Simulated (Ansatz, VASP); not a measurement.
## Two plane-wave programs on WS2

```
W S
1.0
     3.38110    0.00000    0.00000
    -1.69055    2.92812    0.00000
     0.00000    0.00000   16.17760
W S
1 2
Direct
  0.33333 0.66667 0.00000
  0.66667 0.33333 0.90696
  0.66667 0.33333 0.09304
```

Alike in both runs: task relaxation of the atoms; functional PBE; dispersion D3(BJ); k mesh 12 × 12 × 2; occupations gaussian, width 0.05 eV; no spin polarisation.

|  | VASP | Ansatz |
| --- | --- | --- |
| version | VASP 6.6.1 | Ansatz 0.2.0 |
| potentials or method | VASP PAW PBE potentials, release 64 (W_sv, S), cutoff 450 eV | scalar-relativistic, plane waves, PAW |
| valence electrons in the cell | 26 | 26 |

VASP gave:

| Item | Value |
| --- | --- |
| gap on the k mesh at the Fermi level, each at its own relaxed structure (eV) | 0.52 |

Q: Which values does Ansatz return?

A: gap on the k mesh at the Fermi level, each at its own relaxed structure (eV): 0.51.

Ansatz's warnings: stress scf threshold loose.

Neither program's run includes spin-orbit coupling. Noted on VASP's run: the relaxation stopped at its first step, so nothing moved.
